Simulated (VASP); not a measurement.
**Au3C: single point with PBE**

The system is Au3C, a slab with vacuum.

```
Au C
1.0
     2.94020    0.00000    0.00000
    -1.47010    2.54629    0.00000
     0.00000    0.00000   21.89749
Au C
3 1
Direct
  0.66667 0.33333 0.18267
  0.33333 0.66667 0.29452
  0.00000 0.00000 0.40632
  0.33333 0.66667 0.46067
```

| Quantity | Value |
| --- | --- |
| Program | VASP 6.6.1 |
| Task | single point |
| Functional | PBE |
| Potentials or basis | VASP PAW PBE potentials, release 64 (Au, C) |
| Cutoff | 520 eV |
| k mesh | 9 × 9 × 1 |
| Occupations | gaussian, width 0.1 eV |
| Spin | no spin polarisation |

```yaml
Largest_force: 0.634 eV/Å
```

Forces in eV/Å, atoms in the order of the input:
```
Au   0.000  0.000 -0.073
Au   0.000  0.000 -0.113
Au   0.000  0.000 -0.448
C    0.000  0.000  0.634
```

Levels at points of the mesh, in eV from the Fermi level:
```
           k point  band 16  band 17  band 18  band 19  band 20  band 21  band 22  band 23
(0.00, 0.00, 0.00)    -2.61    -1.90    -1.90    -0.70     0.67     3.34     3.34     4.69
```

Run time: 61 s on 1 thread of Intel(R) Xeon(R) 6975P-C (Granite Rapids) (shared host), peak memory 0.3 GiB.

Caveat: spin-orbit coupling is left out, which moves the levels of the heavy elements.
